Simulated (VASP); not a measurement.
# CdSe (I-4m2) in VASP: notebook, part 2 of 2

VASP 6.6.1. The steps go on from the part before.

## 3. Single point, LDA (in-plane strain +0.005, then relaxed in part)

INCAR

```
SYSTEM = CdSe
  PREC = Accurate
  ENCUT = 520
  EDIFF = 1E-6
  ISMEAR = 0
  SIGMA = 0.01
  LREAL = .False.
  LASPH = .True.
  NELM = 80
  ALGO = Normal
  ISIF = 2
  LWAVE = .False.
  LCHARG = .False.
  GGA = CA
  NBANDS = 16
```

KPOINTS

```
Automatic mesh
0
Gamma
  6 6 6
  0 0 0
```

POSCAR

```
CdSe
1.0
    3.0190136448      3.0190136448      0.0000000000
   -3.0190136448      3.0190136448      0.0000000000
    0.0000000000      3.0190136448      2.9837807808
Cd Se
1 1
Direct
    0.0000000000      0.0000000000      0.0000000000
    0.7500000000      0.2500000000      0.5000000000
```

Potentials or basis: VASP PAW LDA potentials, release 64 (Cd, Se).

On the command line:

```bash
> cat potpaw_LDA.64/Cd/POTCAR potpaw_LDA.64/Se/POTCAR > POTCAR
> mpirun -np 1 vasp_std > vasp.out
```

OUTCAR:

```text
SYSTEM = CdSe
   PREC = Accurate
   ENCUT = 520
   EDIFF = 1E-6
   ISMEAR = 0
   LREAL = .False.
   LASPH = .True.
   NELM = 80
   ISIF = 2
   GGA = CA

 ion  position               nearest neighbor table
   1  0.000  0.000  0.000-   2 2.60   2 2.60   2 2.60   2 2.60
   2  0.750  0.250  0.500-   1 2.60   1 2.60   1 2.60   1 2.60

  LATTYP: Found a body centered tetragonal cell.
 ALAT       =     4.2695300415
 C/A-ratio  =     1.3977092335

  Lattice vectors:

 A1 = (   3.0190136448,   0.0000000000,  -2.9837807808)
 A2 = (  -3.0190136448,   0.0000000000,  -2.9837807808)
 A3 = (   0.0000000000,   3.0190136448,   2.9837807808)

Analysis of symmetry for initial positions (statically):
=====================================================================
 Subroutine PRICEL returns:
 Original cell was already a primitive cell.

 Routine SETGRP: Setting up the symmetry group for a
 body centered tetragonal supercell.

 Subroutine GETGRP returns: Found  8 space group operations
 (whereof  8 operations were pure point group operations)
 out of a pool of 16 trial point group operations.

The static configuration has the point symmetry D_2d.

Analysis of symmetry for dynamics (positions and initial velocities):
=====================================================================
 Subroutine PRICEL returns:
 Original cell was already a primitive cell.

 Routine SETGRP: Setting up the symmetry group for a
 body centered tetragonal supercell.

 Subroutine GETGRP returns: Found  8 space group operations
 (whereof  8 operations were pure point group operations)
 out of a pool of 16 trial point group operations.

The dynamic configuration has the point symmetry D_2d.

 Subroutine INISYM returns: Found  8 space group operations
 (whereof  8 operations are pure point group operations),
 and found     1 'primitive' translations

----------------------------------------------------------------------------------------

[... 106 lines left out ...]
   EFERMI =   0.00;   METHOD = LEGACY
   ISMEAR =     0;   SIGMA  =   0.01  broadening in eV -4-tet -1-fermi 0-gaus
   EFERMI_NEDOS =   21; number of points for ismear=-14 and -15
   IALGO  =     38    algorithm
   IMIX   =      4    mixing-type and parameters
     AMIX     =   0.40;   BMIX     =  1.00
     AMIX_MAG =   1.60;   BMIX_MAG =  1.00
  volume/ion in A,a.u.               =      27.20       183.52
  Fermi-wavevector in a.u.,A,eV,Ry     =   1.132374  2.139877 17.446362  1.282271
  Thomas-Fermi vector in A             =   2.269075
   LORBIT       =      0    0 simple, 1 ext, 2 COOP (PROOUT), +10 PAW based schemes
   GGA     = CA    functional components
   LHFCALC =     F    Hartree Fock is set to
   AEXX    =    0.0000 exact exchange contribution
   IVDW    =     0    specifies the selected vdW correction
   LEPSILON=     F    determine dielectric tensor
   LRPA    =     F    only Hartree local field effects (RPA)
 non-spin polarized calculation
 Gauss-broadening in eV      SIGMA  =   0.01
  energy-cutoff  :      520.00
  volume of cell :       54.39
 maximum number of plane-waves:      1476
   NGX = 15   NGY = 15   NGZ = 15

 number of electron      17.9999995 magnetization

 Free energy of the ion-electron system (eV)
  ---------------------------------------------------
  ext. energy  EPLUGINS =         0.00000000
  ---------------------------------------------------
  free energy    TOTEN  =        -6.75648940 eV

  energy without entropy =       -6.75648940  energy(sigma->0) =       -6.75648940

 E-fermi :   1.2018     XC(G=0):  -9.4391

 val. band max:        1.1227534724   @ k =   0.0000   0.0000   0.0000
 cond. band min:       1.5259951676   @ k =   0.0000   0.0000   0.0000
 fundamental gap:      0.4032416952
 Fermi energy:         1.2018298050

 k-point     1 :       0.0000    0.0000    0.0000
  band No.  band energies     occupation
      1     -11.7442      2.00000
      2      -6.9837      2.00000
      3      -6.9837      2.00000
      4      -6.9785      2.00000
      5      -6.5677      2.00000
      6      -6.5632      2.00000
[... 433 lines left out ...]
      3      -6.7826      2.00000
      4      -6.6041      2.00000
      5      -6.5550      2.00000
      6      -6.0944      2.00000
[... 8 lines left out ...]
     15      12.9695      0.00000
     16      14.2734      0.00000

 [... further k-points ...]
[... 5 lines left out ...]
  --------------------------------------------------------------------------------------
  -------------------------------------------------------------------------------------
  Total        0.0778748      0.0778748      0.1493360      0.0000000      0.0000000     -0.0000000
  in kB        2.2939318      2.2939318      4.3989414      0.0000000      0.0000000     -0.0000000
  external PRESSURE =       2.9956017 kB  Pullay stress =       0.0000000 kB

 VOLUME and BASIS-vectors are now :
 -----------------------------------------------------------------------------
  energy-cutoff  :      520.00
  volume of cell :       54.39
      direct lattice vectors                 reciprocal lattice vectors
     3.019013645  3.019013645  0.000000000     0.165617006  0.165617006 -0.167572632
    -3.019013645  3.019013645  0.000000000    -0.165617006  0.165617006 -0.167572632
     0.000000000  3.019013645  2.983780781     0.000000000  0.000000000  0.335145265

 POSITION                                       TOTAL-FORCE (eV/Angst)
 -----------------------------------------------------------------------------------
      0.00000      0.00000      0.00000        -0.000000      0.000000      0.000000
      1.50951      4.52852      1.49189         0.000000     -0.000000      0.000000
 -----------------------------------------------------------------------------------
    total drift:                                0.000000     -0.000000      0.000000

  FREE ENERGIE OF THE ION-ELECTRON SYSTEM (eV)
  ---------------------------------------------------
  free  energy   TOTEN  =        -6.7564894004 eV

  energy  without entropy=       -6.7564894004  energy(sigma->0) =       -6.75648940
```

stdout:

```text
POSCAR found type information on POSCAR CdSe
 POSCAR found :  2 types and       2 ions
 scaLAPACK will be used
 LDA part: xc-table for (Slater(with rela. corr.)+CA(PZ))
 , standard interpolation
 POSCAR, INCAR and KPOINTS ok, starting setup
 FFT: planning ... GRIDC
 FFT: planning ... GRID_SOFT
 FFT: planning ... GRID
 WAVECAR not read
 entering main loop
```

Wall time 6.7 s (1 thread of Intel Xeon 6975P-C (Granite Rapids), shared host); peak memory 0.16 GiB.

What came out:

```
Free energy            : -6.7565 eV
Pressure               : 0.3 GPa
Band gap on the k mesh : 0.40 eV, direct
```

Caveat: the cell differs from its parent crystal (in-plane strain +0.005, then relaxed in part).
